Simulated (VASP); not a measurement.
# Pr2B (Pnnm) in VASP: notebook

The runs below take Pr2B through relaxation of cell and atoms, single point, with PBE.

Program: VASP 6.6.1. These are calculated values, not measurements. Logs are shortened: lines on timing, memory, paths and dates and some standing lists are left out, and cuts for length are marked.

### 1 The cell of the first run

Symmetry: Pnnm, No. 58, orthorhombic system. The conventional cell has a = 6.541 Å, b = 6.556 Å, c = 3.908 Å, α = 90.00°, β = 90.00°, γ = 90.00°. Within 3.6 Å of Pr (site symmetry m) lie 3 B at 2.74 to 2.76 Å. Within 3.6 Å of B (site symmetry 2/m) lie 6 Pr at 2.74 to 2.76 Å.

The cell was generated, and may not be a known phase.

### 2 Relaxation of cell and atoms, PBE

The input, INCAR:

```
PREC = Accurate
ENCUT = 500
EDIFF = 1E-7
ISMEAR = 0
SIGMA = 0.1
LREAL = False
LASPH = True
NELM = 200
ALGO = Normal
ISIF = 3
LWAVE = False
LCHARG = False
GGA = PE
IBRION = 2
NSW = 100
EDIFFG = -0.01
GGA_COMPAT = False
NELMIN = 4
LMAXMIX = 6
```

The input, KPOINTS:

```
regular mesh
0
Gamma
  6 6 8
```

The input, POSCAR:

```
Pr2B
1.0
    6.5408504114      0.0000000000      0.0000000000
    0.0000000000      6.5561483674      0.0000000000
    0.0000000000      0.0000000000      3.9080133638
Pr B
4 2
Direct
    0.3325358826      0.2544654327      0.0000000000
    0.6674641174      0.7455345673      0.0000000000
    0.1674641174      0.7544654327      0.5000000000
    0.8325358826      0.2455345673      0.5000000000
    0.0000000000      0.0000000000      0.0000000000
    0.5000000000      0.5000000000      0.5000000000
```

Potentials or basis: VASP PAW PBE potentials, release 64 (Pr_3, B), 4f in core.

Run with:

```bash
$ cat potpaw_PBE.64/Pr_3/POTCAR potpaw_PBE.64/B/POTCAR > POTCAR
$ mpirun -np 1 vasp_std > vasp.out
```

OUTCAR:

```text
PREC = Accurate
   ENCUT = 500
   EDIFF = 1E-7
   ISMEAR = 0
   LREAL = False
   LASPH = True
   NELM = 200
   ISIF = 3
   GGA = PE
   IBRION = 2
   NSW = 100
   EDIFFG = -0.01
   NELMIN = 4

 ion  position               nearest neighbor table
   1  0.333  0.254  0.000-   5 2.74   6 2.76   6 2.76   4 3.81   4 3.81   4 3.81   4 3.81   2 3.89

   2  0.667  0.746  0.000-   5 2.74   6 2.76   6 2.76   3 3.81   3 3.81   3 3.81   3 3.81   1 3.89

   3  0.167  0.754  0.500-   6 2.74   5 2.76   5 2.76   2 3.81   2 3.81   2 3.81   2 3.81   4 3.89

   4  0.833  0.246  0.500-   6 2.74   5 2.76   5 2.76   1 3.81   1 3.81   1 3.81   1 3.81   3 3.89

   5  0.000  0.000  0.000-   1 2.74   2 2.74   3 2.76   4 2.76   3 2.76   4 2.76
   6  0.500  0.500  0.500-   3 2.74   4 2.74   1 2.76   2 2.76   1 2.76   2 2.76

  LATTYP: Found a simple orthorhombic cell.
 ALAT       =     3.9080133638
 B/A-ratio  =     1.6737021608
 C/A-ratio  =     1.6776166704

  Lattice vectors:

 A1 = (   0.0000000000,   0.0000000000,   3.9080133638)
 A2 = (   6.5408504114,   0.0000000000,   0.0000000000)
 A3 = (   0.0000000000,   6.5561483674,   0.0000000000)

Analysis of symmetry for initial positions (statically):
=====================================================================
 Subroutine PRICEL returns:
 Original cell was already a primitive cell.

 Routine SETGRP: Setting up the symmetry group for a
 simple orthorhombic supercell.

 Subroutine GETGRP returns: Found  8 space group operations
 (whereof  4 operations were pure point group operations)
 out of a pool of  8 trial point group operations.

The static configuration has the point symmetry C_2h.
 The point group associated with its full space group is D_2h.

Analysis of symmetry for dynamics (positions and initial velocities):
=====================================================================
 Subroutine PRICEL returns:
 Original cell was already a primitive cell.

 Routine SETGRP: Setting up the symmetry group for a
 simple orthorhombic supercell.

 Subroutine GETGRP returns: Found  8 space group operations
 (whereof  4 operations were pure point group operations)
 out of a pool of  8 trial point group operations.

The dynamic configuration has the point symmetry C_2h.
 The point group associated with its full space group is D_2h.

 Subroutine INISYM returns: Found  8 space group operations
 (whereof  4 operations are pure point group operations),
 and found     1 'primitive' translations

----------------------------------------------------------------------------------------
[... 126 lines left out ...]
   GGA     = PE    functional components
   LHFCALC =     F    Hartree Fock is set to
   AEXX    =    0.0000 exact exchange contribution
   IVDW    =     0    specifies the selected vdW correction
   LEPSILON=     F    determine dielectric tensor
   LRPA    =     F    only Hartree local field effects (RPA)
 conjugate gradient relaxation of ions
 non-spin polarized calculation
 Gauss-broadening in eV      SIGMA  =   0.10
  energy-cutoff  :      500.00
  volume of cell :      167.59
 maximum number of plane-waves:      4288
 NGX is ok and might be reduce to    48
   NGX = 23   NGY = 23   NGZ = 15

--------------------------------------- Ionic step        1  -------------------------------------------

 number of electron      50.0000000 magnetization

 Free energy of the ion-electron system (eV)
  ---------------------------------------------------
  ext. energy  EPLUGINS =         0.00000000
  ---------------------------------------------------
  free energy    TOTEN  =       -31.12658549 eV

  energy without entropy =      -31.07408897  energy(sigma->0) =      -31.10033723

------------------------ aborting loop because EDIFF is reached ----------------------------------------

  FORCE on cell =-STRESS in cart. coord.  units (eV):
  Direction    XX          YY          ZZ          XY          YZ          ZX
  --------------------------------------------------------------------------------------
  -------------------------------------------------------------------------------------
  Total        0.1045547     -0.4262139     -0.8869066      0.0000000      0.0000000      0.0000000
  in kB        0.9995748     -4.0747326     -8.4790940      0.0000000      0.0000000      0.0000000
  external PRESSURE =      -3.8514173 kB  Pullay stress =       0.0000000 kB
[... 101 lines left out ...]
  FREE ENERGIE OF THE ION-ELECTRON SYSTEM (eV)
  ---------------------------------------------------
  free  energy   TOTEN  =       -31.1325662657 eV

  energy  without entropy=      -31.0818843539  energy(sigma->0) =      -31.10722531

[... ionic steps 4 to 18 ...]

--------------------------------------- Ionic step       19  -------------------------------------------

 number of electron      49.9999999 magnetization

------------------------ aborting loop because EDIFF is reached ----------------------------------------
[... 75 lines left out ...]
--------------------------------------- Ionic step       21  -------------------------------------------

 number of electron      49.9999999 magnetization

 Free energy of the ion-electron system (eV)
  ---------------------------------------------------
  ext. energy  EPLUGINS =         0.00000000
  ---------------------------------------------------
  free energy    TOTEN  =       -31.15016895 eV

  energy without entropy =      -31.10191712  energy(sigma->0) =      -31.12604304

 E-fermi :   3.1582     XC(G=0):  -9.5794

 val. band max:        3.1550682789   @ k =   0.3333   0.3333   0.0000
 cond. band min:       3.1606670272   @ k =   0.1667   0.0000   0.3750
 fundamental gap:      0.0055987483
 Fermi energy:         3.1582055445

 k-point     1 :       0.0000    0.0000    0.0000
  band No.  band energies     occupation
      1     -32.8060      2.00000
      2     -32.7428      2.00000
      3     -32.7309      2.00000
      4     -32.7002      2.00000
      5     -15.2049      2.00000
      6     -15.1708      2.00000
[... 781 lines left out ...]
     29       4.4038      0.00000
     30       4.4038      0.00000

 [... further k-points ...]

------------------------ aborting loop because EDIFF is reached ----------------------------------------

  FORCE on cell =-STRESS in cart. coord.  units (eV):
  Direction    XX          YY          ZZ          XY          YZ          ZX
  --------------------------------------------------------------------------------------
  -------------------------------------------------------------------------------------
  Total       -0.0146427      0.0108403     -0.0377155      0.0000000      0.0000000      0.0000000
  in kB       -0.1406090      0.1040956     -0.3621704      0.0000000      0.0000000      0.0000000
  external PRESSURE =      -0.1328946 kB  Pullay stress =       0.0000000 kB
[... 21 lines left out ...]
  FREE ENERGIE OF THE ION-ELECTRON SYSTEM (eV)
  ---------------------------------------------------
  free  energy   TOTEN  =       -31.1501689508 eV

  energy  without entropy=      -31.1019171206  energy(sigma->0) =      -31.12604304

 reached required accuracy - stopping structural energy minimisation
```

Run time: 60 min. Hardware: 1 thread of AMD EPYC 7R13 (Zen 3), shared host; peak memory 0.45 GiB.

What came out:

```
Free energy                           : -31.1502 eV
Relaxed volume                        : 27.81 Å³/atom
Relaxed cell                          : a = 6.716 Å, b = 6.600 Å, c = 3.765 Å, α = 90.00°, β = 90.00°, γ = 90.00°
Space group after relaxing (to 0.1 Å) : Pnnm (No. 58)
Energy gained by relaxing             : 3.9 meV/atom
Ionic steps                           : 21
Pressure after relaxing               : 0.0 GPa
Largest force after relaxing          : 0.004 eV/Å
Band gap on the k mesh                : zero (bands 25 and 26 overlap by 0.50 eV)
```

Forces in eV/Å, atoms in the order of the input:
```
Pr  -0.004 -0.002  0.000
Pr   0.004  0.002  0.000
Pr   0.004 -0.002  0.000
Pr  -0.004  0.002  0.000
B    0.000  0.000  0.000
B    0.000  0.000  0.000
```

Step by step:
```tsv
step	energy change (eV)	largest force (eV/Å)	pressure (GPa)	volume (Å³)
1	0.0000	0.0741	-0.39	167.59
2	-0.0056	0.0385	0.12	165.96
3	-0.0060	0.0341	0.29	165.45
4	-0.0097	0.0492	0.17	165.91
5	-0.0129	0.1098	-0.13	167.12
6	-0.0163	0.1009	-0.07	166.89
7	-0.0188	0.0770	0.00	166.51
8	-0.0217	0.0292	-0.03	166.46
9	-0.0222	0.0246	-0.04	166.43
10	-0.0223	0.0179	0.08	166.08
11	-0.0223	0.0178	0.08	166.07
12	-0.0225	0.0165	0.07	166.14
13	-0.0228	0.0137	0.04	166.33
14	-0.0229	0.0175	-0.03	166.72
15	-0.0230	0.0156	-0.01	166.62
16	-0.0231	0.0142	0.00	166.62
17	-0.0234	0.0116	0.02	166.63
18	-0.0235	0.0077	0.06	166.65
19	-0.0235	0.0085	0.05	166.65
20	-0.0234	0.0050	-0.13	167.24
21	-0.0236	0.0042	-0.01	166.85
```

Final structure:
```yaml
crystal:
  lattice:
    - [6.71562, 0.00000, 0.00000]
    - [0.00000, 6.59966, 0.00000]
    - [0.00000, 0.00000, 3.76452]
  atoms:
    - { symbol: Pr, position: [0.32328, 0.25966, 0.00000] }
    - { symbol: Pr, position: [0.67672, 0.74034, 0.00000] }
    - { symbol: Pr, position: [0.17672, 0.75966, 0.50000] }
    - { symbol: Pr, position: [0.82328, 0.24034, 0.50000] }
    - { symbol: B, position: [0.00000, 0.00000, 0.00000] }
    - { symbol: B, position: [0.50000, 0.50000, 0.50000] }
```

Caveat: spin-orbit coupling is left out, which moves the levels of the heavy elements; the 4f electrons are frozen in the core, so they carry no moment and show no levels.

### 3 Single point, PBE

This run uses another cell than the first one, of 27.76 Å³/atom.

The input, INCAR:

```
ALGO = Normal ; EDIFF = 1E-6
ENCUT = 500 ; GGA = PE
GGA_COMPAT = F ; ISIF = 2
ISMEAR = 0 ; LASPH = T
LCHARG = F ; LMAXMIX = 6
LREAL = F ; LWAVE = F
NBANDS = 34 ; NELM = 200
PREC = Accurate ; SIGMA = 0.1
```

The input, KPOINTS:

```
k-points
0
Gamma
  6 6 8
```

The input, POSCAR:

```
Pr2B
1.0
    6.7131681892      0.0000000000      0.0000000000
    0.0000000000      6.6038635560      0.0000000000
    0.0000000000      0.0000000000      3.7566245552
Pr B
4 2
Direct
    0.3226517274      0.2599669455      0.0000000000
    0.6773482726      0.7400330545      0.0000000000
    0.1773482726      0.7599669455      0.5000000000
    0.8226517274      0.2400330545      0.5000000000
    0.0000000000      0.0000000000      0.0000000000
    0.5000000000      0.5000000000      0.5000000000
```

Potentials or basis: VASP PAW PBE potentials, release 64 (Pr_3, B), 4f in core.

Run with:

```bash
$ cat potpaw_PBE.64/Pr_3/POTCAR potpaw_PBE.64/B/POTCAR > POTCAR
$ mpirun -np 1 vasp_std > vasp.out
```

Wall time 3.1 min (1 thread of Intel Xeon 6975P-C (Granite Rapids), shared host); peak memory 0.46 GiB.

The run converged. Its results:

- Free energy: -31.1501 eV
- Pressure: 0.1 GPa
- Largest force: 0.003 eV/Å
- Band gap on the k mesh: zero (bands 25 and 26 overlap by 0.52 eV)

Forces in eV/Å, atoms in the order of the input:
```
Pr   0.000 -0.003  0.000
Pr   0.000  0.003  0.000
Pr   0.000 -0.003  0.000
Pr   0.000  0.003  0.000
B    0.000  0.000  0.000
B    0.000  0.000  0.000
```

Levels at points of the mesh, in eV from the Fermi level:
```
           k point  band 22  band 23  band 24  band 25  band 26  band 27  band 28  band 29
(0.00, 0.00, 0.00)    -0.65    -0.63    -0.42    -0.12     0.98     1.17     1.35     1.43
(0.50, 0.00, 0.00)    -1.20    -0.55    -0.55     0.11     0.11     0.41     0.41     1.65
(0.00, 0.50, 0.00)    -1.02    -0.37    -0.37     0.04     0.04     0.47     0.47     1.62
(0.50, 0.50, 0.00)    -0.89    -0.13    -0.13     0.11     0.11     0.20     0.20     1.23
(0.00, 0.00, 0.50)    -0.82    -0.63    -0.63    -0.23    -0.23     0.41     0.41     0.52
(0.50, 0.00, 0.50)    -0.87    -0.70    -0.70     0.07     0.07     0.48     0.48     0.80
(0.00, 0.50, 0.50)    -0.76    -0.15    -0.15    -0.07    -0.07     0.72     0.72     0.76
(0.50, 0.50, 0.50)    -1.20    -0.95    -0.95    -0.03    -0.03     0.54     0.54     1.80
```

Caveat: spin-orbit coupling is left out, which moves the levels of the heavy elements; the 4f electrons are frozen in the core, so they carry no moment and show no levels. Spin polarisation is off, so any magnetic state and its effect on volume and gap are missing.
